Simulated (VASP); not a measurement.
# In2Sb3O (P-4m2) in VASP: a series of runs, part 2 of 2

VASP 6.6.1. Earlier steps stand in the parts before.

## (3) Single point, PBE (volume scaled by 0.94, then relaxed in part)

The input, INCAR:

```
SYSTEM = In2Sb3O
  ALGO = Normal
  EDIFF = 1E-6
  ENCUT = 520
  GGA = PE
  ISIF = 2
  ISMEAR = 0
  LASPH = .TRUE.
  LCHARG = .TRUE.
  LELF = .TRUE.
  LREAL = .FALSE.
  LVHAR = .TRUE.
  LWAVE = .FALSE.
  NBANDS = 32
  NELM = 100
  PREC = Accurate
  SIGMA = 0.1
```

The input, KPOINTS:

```
k-points
0
G
  8 8 4
  0 0 0
```

The input, POSCAR:

```
In2Sb3O
1.0
    3.7956971573      0.0000000000      0.0000000000
    0.0000000000      3.7956971573      0.0000000000
    0.0000000000      0.0000000000     10.3014370184
In Sb O
2 3 1
Direct
    0.5000000000      0.0000000000      0.8836714827
    0.0000000000      0.5000000000      0.1163285173
    0.5000000000      0.5000000000      0.3324649402
    0.5000000000      0.5000000000      0.6675350598
    0.0000000000      0.0000000000      0.5000000000
    0.0000000000      0.0000000000      0.0000000000
```

Potentials or basis: VASP PAW PBE potentials, release 64 (In_d, Sb, O).

Command:

```sh
cat potpaw_PBE.64/In_d/POTCAR potpaw_PBE.64/Sb/POTCAR potpaw_PBE.64/O/POTCAR > POTCAR
mpirun -np 1 vasp_std > vasp.out
```

OUTCAR:

```text
SYSTEM = In2Sb3O
   EDIFF = 1E-6
   ENCUT = 520
   GGA = PE
   ISIF = 2
   ISMEAR = 0
   LASPH = .TRUE.
   LREAL = .FALSE.
   NELM = 100
   PREC = Accurate

 ion  position               nearest neighbor table
   1  0.500  0.000  0.884-   6 2.24   6 2.24   4 2.93   4 2.93   2 3.60   2 3.60   2 3.60   2 3.60

   2  0.000  0.500  0.116-   6 2.24   6 2.24   3 2.93   3 2.93   1 3.60   1 3.60   1 3.60   1 3.60

   3  0.500  0.500  0.332-   2 2.93   2 2.93   5 3.19   5 3.19   5 3.19   5 3.19   4 3.45
   4  0.500  0.500  0.668-   1 2.93   1 2.93   5 3.19   5 3.19   5 3.19   5 3.19   3 3.45
   5  0.000  0.000  0.500-   3 3.19   4 3.19   3 3.19   4 3.19   3 3.19   4 3.19   3 3.19   4 3.19

   6  0.000  0.000  0.000-   1 2.24   2 2.24   2 2.24   1 2.24

  LATTYP: Found a simple tetragonal cell.
 ALAT       =     3.7956971573
 C/A-ratio  =     2.7139775887

  Lattice vectors:

 A1 = (   3.7956971573,   0.0000000000,   0.0000000000)
 A2 = (   0.0000000000,   3.7956971573,   0.0000000000)
 A3 = (   0.0000000000,   0.0000000000,  10.3014370184)

Analysis of symmetry for initial positions (statically):
[... 185 lines left out ...]
 fundamental gap:      0.0284290365
 Fermi energy:         7.3216928536

 k-point     1 :       0.0000    0.0000    0.0000
  band No.  band energies     occupation
      1     -12.0388      2.00000
      2      -7.5349      2.00000
      3      -7.5313      2.00000
      4      -7.5313      2.00000
      5      -7.4883      2.00000
      6      -7.4112      2.00000
[... 829 lines left out ...]
     31      12.1380      0.00000
     32      12.3850      0.00000

 [... further k-points ...]

------------------------ aborting loop because EDIFF is reached ----------------------------------------

  FORCE on cell =-STRESS in cart. coord.  units (eV):
  Direction    XX          YY          ZZ          XY          YZ          ZX
  --------------------------------------------------------------------------------------
  -------------------------------------------------------------------------------------
  Total        3.3118789      3.3118789      3.3605413      0.0000000     -0.0000000      0.0000000
  in kB       35.7523099     35.7523099     36.2776288      0.0000000     -0.0000000      0.0000000
  external PRESSURE =      35.9274162 kB  Pullay stress =       0.0000000 kB

 VOLUME and BASIS-vectors are now :
 -----------------------------------------------------------------------------
  energy-cutoff  :      520.00
  volume of cell :      148.42
      direct lattice vectors                 reciprocal lattice vectors
     3.795697157  0.000000000  0.000000000     0.263456213  0.000000000  0.000000000
     0.000000000  3.795697157  0.000000000     0.000000000  0.263456213  0.000000000
     0.000000000  0.000000000 10.301437018     0.000000000  0.000000000  0.097073835

 POSITION                                       TOTAL-FORCE (eV/Angst)
 -----------------------------------------------------------------------------------
      1.89785      0.00000      9.10309         0.000000     -0.000000     -0.018606
      0.00000      1.89785      1.19835        -0.000000     -0.000000      0.018606
      1.89785      1.89785      3.42487        -0.000000      0.000000      0.015508
      1.89785      1.89785      6.87657        -0.000000      0.000000     -0.015508
      0.00000      0.00000      5.15072        -0.000000     -0.000000      0.000000
      0.00000      0.00000      0.00000        -0.000000     -0.000000      0.000000
 -----------------------------------------------------------------------------------
    total drift:                                0.000000     -0.000000     -0.000000

  FREE ENERGIE OF THE ION-ELECTRON SYSTEM (eV)
  ---------------------------------------------------
  free  energy   TOTEN  =       -23.6133544610 eV

  energy  without entropy=      -23.5970536237  energy(sigma->0) =      -23.60520404
```

OSZICAR:

```text
N       E                     dE             d eps       ncg     rms          rms(c)
DAV:   1     0.407672051753E+03    0.40767E+03   -0.19186E+04  2880   0.149E+03
DAV:   2     0.250156442407E+02   -0.38266E+03   -0.36322E+03  3144   0.390E+02
DAV:   3    -0.237963931287E+02   -0.48812E+02   -0.47046E+02  3912   0.143E+02
DAV:   4    -0.257971372181E+02   -0.20007E+01   -0.19820E+01  3296   0.299E+01
DAV:   5    -0.258730682442E+02   -0.75931E-01   -0.75907E-01  4152   0.619E+00    0.106E+01
DAV:   6    -0.239710259160E+02    0.19020E+01   -0.11641E+01  4656   0.274E+01    0.915E+00
DAV:   7    -0.236176146014E+02    0.35341E+00   -0.20482E+00  3832   0.860E+00    0.321E+00
DAV:   8    -0.236209808588E+02   -0.33663E-02   -0.57861E-01  3296   0.340E+00    0.118E+00
DAV:   9    -0.236127733988E+02    0.82075E-02   -0.22394E-02  4224   0.123E+00    0.664E-01
DAV:  10    -0.236133098747E+02   -0.53648E-03   -0.95362E-03  3456   0.524E-01    0.257E-01
DAV:  11    -0.236133306723E+02   -0.20798E-04   -0.10952E-03  4448   0.253E-01    0.200E-01
DAV:  12    -0.236133581711E+02   -0.27499E-04   -0.68947E-05  3544   0.514E-02    0.103E-01
DAV:  13    -0.236133639085E+02   -0.57373E-05   -0.38316E-05  4664   0.624E-02    0.424E-02
DAV:  14    -0.236133543968E+02    0.95117E-05   -0.20861E-05  3752   0.361E-02    0.127E-02
DAV:  15    -0.236133544610E+02   -0.64202E-07   -0.71257E-06  3448   0.130E-02
   1 F= -.23613354E+02 E0= -.23605204E+02  d E =-.163008E-01
```

stdout:

```text
POSCAR found type information on POSCAR InSbO
 POSCAR found :  3 types and       6 ions
 scaLAPACK will be used
 LDA part: xc-table for (Slater+PW92), standard interpolation
 POSCAR, INCAR and KPOINTS ok, starting setup
 FFT: planning ... GRIDC
 FFT: planning ... GRID_SOFT
 FFT: planning ... GRID
 WAVECAR not read
 entering main loop
```

It took 3.6 min on 1 thread of Intel Xeon 6975P-C, shared host; peak memory 0.37 GiB.

Results:

```yaml
Free_energy: -23.6134 eV
Pressure: 3.6 GPa
Largest_force: 0.019 eV/Å
```

Forces on the atoms (eV/Å):
```
In   0.000  0.000 -0.019
In   0.000  0.000  0.019
Sb   0.000  0.000  0.016
Sb   0.000  0.000 -0.016
Sb   0.000  0.000  0.000
O    0.000  0.000  0.000
```

Caveat: spin-orbit coupling is left out, which moves the levels of the heavy elements; an odd number of electrons without spin polarisation forces a metal; a magnetic or distorted state may lie lower.
